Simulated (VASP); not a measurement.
# CdF2 (Fm-3m) in VASP: settings compared

CdF2 is run at these levels: PBE+D3(BJ), PBEsol+D3(BJ), revPBE+D4; tasks: single point.

All numbers are computed with VASP 6.6.1; they aren't measurements. Logs are shortened: lines on timing, memory, paths and dates and some standing lists are left out, and cuts for length are marked.

## 1. The cell of the first run

It takes space group Fm-3m (No. 225, cubic). The conventional cell has a = 5.376 Å, b = 5.376 Å, c = 5.376 Å, α = 90.00°, β = 90.00°, γ = 90.00°. Cd (site symmetry m-3m) has 8 F at 2.33 Å within 3.1 Å. F (site symmetry -43m) has 4 Cd at 2.33 Å and 6 F at 2.69 Å within 3.1 Å.

## 2. Single point, PBE+D3(BJ) (volume scaled by 0.96)

The input, INCAR:

```
PREC     = Accurate       # precision mode
ENCUT    = 520            # plane-wave cutoff, eV
EDIFF    = 1E-6           # SCF threshold, eV
ISMEAR   = 0              # smearing method
SIGMA    = 0.05           # smearing width, eV
LREAL    = F              # projectors in reciprocal space
LASPH    = T              # aspherical terms in the spheres
NELM     = 80             # most SCF steps
ALGO     = Normal         # electronic algorithm
ISIF     = 2              # what is computed and relaxed
LWAVE    = F              # write WAVECAR
LCHARG   = F              # write CHGCAR
GGA      = PE             # functional
IVDW     = 12             # dispersion correction
NBANDS   = 20             # bands
```

The input, KPOINTS:

```
regular mesh
0
Gamma
  8 8 8
```

The input, POSCAR:

```
CdF2
1.0
    0.0000000000      2.6880209491      2.6880209491
    2.6880209491      0.0000000000      2.6880209491
    2.6880209491      2.6880209491      0.0000000000
Cd F
1 2
Direct
    0.0000000000      0.0000000000      0.0000000000
    0.2500000000      0.2500000000      0.2500000000
    0.7500000000      0.7500000000      0.7500000000
```

Potentials or basis: VASP PAW PBE potentials, release 64 (Cd, F).

Launch:

```bash
> cat potpaw_PBE.64/Cd/POTCAR potpaw_PBE.64/F/POTCAR > POTCAR
> mpirun -np 1 vasp_std > vasp.out
```

OUTCAR:

```text
PREC = Accurate
   ENCUT = 520
   EDIFF = 1E-6
   ISMEAR = 0
   LREAL = F
   LASPH = T
   NELM = 80
   ISIF = 2
   GGA = PE
   IVDW = 12
 IVDW          = 12

 ion  position               nearest neighbor table
   1  0.000  0.000  0.000-   3 2.33   3 2.33   3 2.33   2 2.33   2 2.33   2 2.33   3 2.33   2 2.33

   2  0.250  0.250  0.250-   1 2.33   1 2.33   1 2.33   1 2.33
   3  0.750  0.750  0.750-   1 2.33   1 2.33   1 2.33   1 2.33

  LATTYP: Found a face centered cubic cell.
 ALAT       =     5.3760418982

  Lattice vectors:

 A1 = (   0.0000000000,   2.6880209491,   2.6880209491)
 A2 = (   2.6880209491,   0.0000000000,   2.6880209491)
 A3 = (   2.6880209491,   2.6880209491,   0.0000000000)

Analysis of symmetry for initial positions (statically):
=====================================================================
 Subroutine PRICEL returns:
 Original cell was already a primitive cell.

 Routine SETGRP: Setting up the symmetry group for a
 face centered cubic supercell.

 Subroutine GETGRP returns: Found 48 space group operations
[... 9 lines left out ...]

 Routine SETGRP: Setting up the symmetry group for a
 face centered cubic supercell.

 Subroutine GETGRP returns: Found 48 space group operations
[... 11 lines left out ...]
                                     Primitive cell

  volume of cell :      38.8444

  direct lattice vectors                    reciprocal lattice vectors
     0.000000000  2.688020949  2.688020949    -0.186010455  0.186010455  0.186010455
     2.688020949  0.000000000  2.688020949     0.186010455 -0.186010455  0.186010455
     2.688020949  2.688020949  0.000000000     0.186010455  0.186010455 -0.186010455

  length of vectors
     3.801435682  3.801435682  3.801435682     0.322179559  0.322179559  0.322179559

  position of ions in fractional coordinates (direct lattice)
     0.000000000  0.000000000  0.000000000
     0.250000000  0.250000000  0.250000000
     0.750000000  0.750000000  0.750000000

  ion indices of the primitive-cell ions
   primitive index   ion index
                 1           1
                 2           2
                 3           3

----------------------------------------------------------------------------------------

 KPOINTS: regular mesh

Automatic generation of k-mesh.
 Grid dimensions read from file:
 generate k-points for:    8    8    8

 Generating k-lattice:

  Cartesian coordinates                     Fractional coordinates (reciprocal lattice)
    -0.023251307  0.023251307  0.023251307     0.125000000  0.000000000  0.000000000
     0.023251307 -0.023251307  0.023251307     0.000000000  0.125000000  0.000000000
     0.023251307  0.023251307 -0.023251307     0.000000000  0.000000000  0.125000000

  Length of vectors
     0.040272445  0.040272445  0.040272445

  Shift w.r.t. Gamma in fractional coordinates (k-lattice)
     0.000000000  0.000000000  0.000000000

 Subroutine IBZKPT returns following result:
 ===========================================

 Found     29 irreducible k-points:

 Following reciprocal coordinates:
            Coordinates               Weight
  0.000000  0.000000  0.000000      1.000000
  0.125000  0.000000  0.000000      8.000000
  0.250000  0.000000  0.000000      8.000000
  0.375000  0.000000  0.000000      8.000000
  0.500000  0.000000  0.000000      4.000000
  0.125000  0.125000  0.000000      6.000000
[... 16 lines left out ...]
  0.500000  0.250000  0.125000     48.000000
 -0.375000  0.250000  0.125000     24.000000
 [... further k-points ...]
   k-points           NKPTS =     29   k-points in BZ     NKDIM =     29   number of bands    NBANDS=     20
   number of dos      NEDOS =    301   number of ions     NIONS =      3
   total plane-waves  NPLWV =  21952
   dimension x,y,z NGX =    28 NGY =   28 NGZ =   28
   dimension x,y,z NGXF=    56 NGYF=   56 NGZF=   56
   ions per type =               1   2
   NGX,Y,Z   is equivalent  to a cutoff of  12.25, 12.25, 12.25 a.u.
   NGXF,Y,Z  is equivalent  to a cutoff of  24.49, 24.49, 24.49 a.u.
 SYSTEM =  unknown system
   PREC   = accura    normal or accurate (medium, high low for compatibility)
   ISTART =      0    job   : 0-new  1-cont  2-samecut
   ICHARG =      2    charge: 1-file 2-atom 10-const
   ISPIN  =      1    spin polarized calculation?
   LNONCOLLINEAR =      F non collinear calculations
   LSORBIT =      F    spin-orbit coupling
   LASPH  =      T    aspherical Exc in radial PAW
   ENCUT  =  520.0 eV  38.22 Ry    6.18 a.u.   7.07  7.07  7.07*2*pi/ulx,y,z
   NELM   =     80;   NELMIN=  2; NELMDL= -5     # of ELM steps
   EDIFF  = 0.1E-05   stopping-criterion for ELM
   LREAL  =      F    real-space projection
   EDIFFG = 0.1E-04   stopping-criterion for IOM
   NSW    =      0    number of steps for IOM
   IBRION =     -1    ionic relax: 0-MD 1-quasi-New 2-CG
   NFREE  =      0    steps in history (QN), initial steepest desc. (CG)
   ISIF   =      2    stress and relaxation
   ISYM   =      2    0-nonsym 1-usesym 2-fastsym
   POTIM  = 0.5000    time-step for ionic-motion
   TEBEG  =    0.0;   TEEND  =   0.0 temperature during run
   PSTRESS=    0.0 pullay stress
   NELECT =      26.0000    total number of electrons
   NUPDOWN=      -1.0000    fix difference up-down
   EMIN   =  10.00;   EMAX   =-10.00  energy-range for DOS
   EFERMI =   0.00;   METHOD = LEGACY
   ISMEAR =     0;   SIGMA  =   0.05  broadening in eV -4-tet -1-fermi 0-gaus
   EFERMI_NEDOS =   21; number of points for ismear=-14 and -15
   IALGO  =     38    algorithm
   IMIX   =      4    mixing-type and parameters
     AMIX     =   0.40;   BMIX     =  1.00
     AMIX_MAG =   1.60;   BMIX_MAG =  1.00
  volume/ion in A,a.u.               =      12.95        87.38
  Fermi-wavevector in a.u.,A,eV,Ry     =   1.432045  2.706172 27.902183  2.050753
  Thomas-Fermi vector in A             =   2.551715
   LORBIT       =      0    0 simple, 1 ext, 2 COOP (PROOUT), +10 PAW based schemes
   GGA     = PE    functional components
   LHFCALC =     F    Hartree Fock is set to
   AEXX    =    0.0000 exact exchange contribution
   IVDW    =    12    specifies the selected vdW correction
   LEPSILON=     F    determine dielectric tensor
   LRPA    =     F    only Hartree local field effects (RPA)
 non-spin polarized calculation
 Gauss-broadening in eV      SIGMA  =   0.05
  energy-cutoff  :      520.00
  volume of cell :       38.84
 maximum number of plane-waves:      1058
   NGX = 15   NGY = 15   NGZ = 15

 number of electron      25.9999994 magnetization

 Free energy of the ion-electron system (eV)
  ---------------------------------------------------
  ext. energy  EPLUGINS =         0.00000000
  ---------------------------------------------------
  free energy    TOTEN  =       -10.84806700 eV

  energy without entropy =      -10.84806700  energy(sigma->0) =      -10.84806700

 E-fermi :  -0.9664     XC(G=0): -10.4485

 val. band max:       -1.2608288851   @ k =  -0.2500   0.5000   0.2500
 cond. band min:       1.8312555330   @ k =   0.0000   0.0000   0.0000
 fundamental gap:      3.0920844181
 Fermi energy:        -0.9664041469

 k-point     1 :       0.0000    0.0000    0.0000
  band No.  band energies     occupation
      1     -22.1028      2.00000
      2     -20.9801      2.00000
      3      -6.8973      2.00000
      4      -6.8973      2.00000
      5      -6.8973      2.00000
      6      -5.6602      2.00000
[... 12 lines left out ...]
     19      18.6856      0.00000
     20      18.6856      0.00000

 k-point     2 :       0.1250    0.0000    0.0000
  band No.  band energies     occupation
      1     -22.0526      2.00000
      2     -21.0245      2.00000
      3      -6.8373      2.00000
      4      -6.8373      2.00000
      5      -6.7286      2.00000
      6      -5.6787      2.00000
[... 12 lines left out ...]
     19      18.2871      0.00000
     20      18.2871      0.00000

 k-point     3 :       0.2500    0.0000    0.0000
  band No.  band energies     occupation
      1     -21.9159      2.00000
      2     -21.1470      2.00000
      3      -6.6988      2.00000
      4      -6.6988      2.00000
      5      -6.2753      2.00000
      6      -5.6941      2.00000
[... 12 lines left out ...]
     19      17.6213      0.00000
     20      18.3929      0.00000

 k-point     4 :       0.3750    0.0000    0.0000
  band No.  band energies     occupation
      1     -21.7277      2.00000
      2     -21.3174      2.00000
      3      -6.5848      2.00000
      4      -6.5848      2.00000
      5      -5.7054      2.00000
      6      -5.6413      2.00000
[... 12 lines left out ...]
     19      17.1437      0.00000
     20      17.9114      0.00000

 k-point     5 :       0.5000    0.0000    0.0000
  band No.  band energies     occupation
      1     -21.5568      2.00000
      2     -21.4803      2.00000
      3      -6.5503      2.00000
      4      -6.5503      2.00000
      5      -5.5880      2.00000
      6      -5.5880      2.00000
[... 12 lines left out ...]
     19      16.9728      0.00000
     20      17.5571      0.00000

 k-point     6 :       0.1250    0.1250    0.0000
  band No.  band energies     occupation
      1     -22.0369      2.00000
      2     -21.0374      2.00000
      3      -6.8089      2.00000
      4      -6.8089      2.00000
      5      -6.6840      2.00000
      6      -5.7434      2.00000
[... 12 lines left out ...]
     19      18.4476      0.00000
     20      18.8342      0.00000

 k-point     7 :       0.2500    0.1250    0.0000
  band No.  band energies     occupation
      1     -21.9330      2.00000
      2     -21.1284      2.00000
      3      -6.6824      2.00000
      4      -6.6812      2.00000
      5      -6.3416      2.00000
      6      -5.8302      2.00000
[... 12 lines left out ...]
     19      18.5952      0.00000
     20      19.6699      0.00000
[... 277 lines left out ...]
 k-point    20 :      -0.3750    0.3750    0.0000
  band No.  band energies     occupation
      1     -21.5492      2.00000
      2     -21.4454      2.00000
      3      -6.4788      2.00000
      4      -6.0442      2.00000
      5      -5.7454      2.00000
      6      -5.7242      2.00000
[... 12 lines left out ...]
     19      19.2987      0.00000
     20      19.8100      0.00000

 k-point    21 :       0.5000    0.5000    0.0000
  band No.  band energies     occupation
      1     -21.6265      2.00000
      2     -21.3595      2.00000
      3      -6.6901      2.00000
      4      -5.9185      2.00000
      5      -5.9185      2.00000
      6      -5.5422      2.00000
[... 12 lines left out ...]
     19      18.2618      0.00000
     20      20.2108      0.00000

 k-point    22 :       0.3750    0.2500    0.1250
  band No.  band energies     occupation
      1     -21.8205      2.00000
      2     -21.2235      2.00000
      3      -6.5586      2.00000
      4      -6.5153      2.00000
      5      -6.0002      2.00000
      6      -5.9378      2.00000
[... 12 lines left out ...]
     19      18.2633      0.00000
     20      20.6631      0.00000

 k-point    23 :       0.5000    0.2500    0.1250
  band No.  band energies     occupation
      1     -21.6687      2.00000
      2     -21.3549      2.00000
      3      -6.4667      2.00000
      4      -6.3609      2.00000
      5      -5.9030      2.00000
      6      -5.6557      2.00000
[... 12 lines left out ...]
     19      17.7165      0.00000
     20      20.6936      0.00000

 k-point    24 :      -0.3750    0.2500    0.1250
  band No.  band energies     occupation
      1     -21.5266      2.00000
      2     -21.4882      2.00000
      3      -6.4365      2.00000
      4      -6.3214      2.00000
      5      -5.7221      2.00000
      6      -5.6967      2.00000
[... 12 lines left out ...]
     19      17.5021      0.00000
     20      21.0804      0.00000

 [... further k-points ...]

------------------------ aborting loop because EDIFF is reached ----------------------------------------

 Edisp (eV)   -0.50565

 E8    (eV) :    -0.1911

  FORCE on cell =-STRESS in cart. coord.  units (eV):
  Direction    XX          YY          ZZ          XY          YZ          ZX
  --------------------------------------------------------------------------------------
  -------------------------------------------------------------------------------------
  Total       1.19578     1.19578     1.19578     0.00000     0.00000     0.00000
  in kB      49.32140    49.32140    49.32140     0.00000     0.00000     0.00000
  external pressure =       49.32 kB  Pullay stress =        0.00 kB

 VOLUME and BASIS-vectors are now :
 -----------------------------------------------------------------------------
  energy-cutoff  :      520.00
  volume of cell :       38.84
      direct lattice vectors                 reciprocal lattice vectors
     0.000000000  2.688020949  2.688020949    -0.186010455  0.186010455  0.186010455
     2.688020949  0.000000000  2.688020949     0.186010455 -0.186010455  0.186010455
     2.688020949  2.688020949  0.000000000     0.186010455  0.186010455 -0.186010455

 POSITION                                       TOTAL-FORCE (eV/Angst)
 -----------------------------------------------------------------------------------
      0.00000      0.00000      0.00000        -0.000000     -0.000000      0.000000
      1.34401      1.34401      1.34401        -0.000000     -0.000000      0.000000
      4.03203      4.03203      4.03203         0.000000      0.000000     -0.000000
 -----------------------------------------------------------------------------------
    total drift:                                0.000000      0.000000      0.000000

  FREE ENERGIE OF THE ION-ELECTRON SYSTEM (eV)
  ---------------------------------------------------
  free  energy   TOTEN  =       -11.3537142766 eV

  energy  without entropy=      -11.3537142766  energy(sigma->0) =      -11.35371428
```

Run time: 15 s. Hardware: 1 thread of Intel Xeon 6975P-C (Granite Rapids), shared host; peak memory 0.17 GiB.

What came out:

| Quantity | Value |
| --- | --- |
| Free energy | -11.3537 eV |
| Pressure | 4.9 GPa |
| Band gap on the k mesh | 3.09 eV, indirect (least direct gap 3.58 eV) |
| Dispersion energy per atom | -0.169 eV |

Levels at points of the mesh, in eV from the valence-band top:
```
           k point  band 9  band 10  band 11  band 12  band 13  band 14  band 15  band 16  band 17  band 18
(0.00, 0.00, 0.00)   -0.99    -0.99    -0.49    -0.49    -0.49     3.09    12.74    12.74    12.74    17.70
(0.50, 0.00, 0.00)   -2.30    -1.86    -1.86    -0.39    -0.39     7.22     9.18    14.56    14.56    18.23
(0.50, 0.50, 0.00)   -2.99    -2.99    -0.51    -0.09    -0.09     8.06     9.69    11.94    14.35    14.35
```

Caveat: three body term missing. A k mesh can miss the band edges.

(Continued in part 2 of 2.)
